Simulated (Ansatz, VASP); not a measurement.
## InOs: VASP beside Ansatz

```
In Os
1.0
     3.03810    0.00000    0.00000
    -1.51905    2.63107    0.00000
     0.00000    0.00000    4.35062
In Os
1 1
Direct
  0.00000 0.00000 0.00000
  0.33333 0.66667 0.50000
```

Alike in both runs: task single point; functional PBE; k mesh 6 × 6 × 4; occupations gaussian, width 0.1 eV; collinear spin.

```csv
,VASP,Ansatz
version,VASP 6.6.1,Ansatz 0.2.0
potentials or method,"VASP PAW PBE potentials, release 64 (In_d, Os), cutoff 520 eV","scalar-relativistic, plane waves, PAW"
valence electrons in the cell,21,29
```

```tsv
	VASP	Ansatz	Ansatz less VASP
gap on the k mesh at the Fermi level (eV)	none	none	-
pressure (GPa)	-0.1	0.0	+0.06
traceless stress, the component that is largest in VASP (GPa)	-0.08	0.00	+0.083
net moment per atom (μB)	0.00	0.00	0.000
```

A gap of «none» marks a metal or a gap that the smearing closes. VASP's potentials hold 21 valence electrons a cell and Ansatz's 29, so a difference there can come from the potentials and not from the codes. Ansatz's warnings: seeded moment not kept.

The k mesh is coarse, so the values compare programs but aren't converged. Spin-orbit coupling is off throughout.
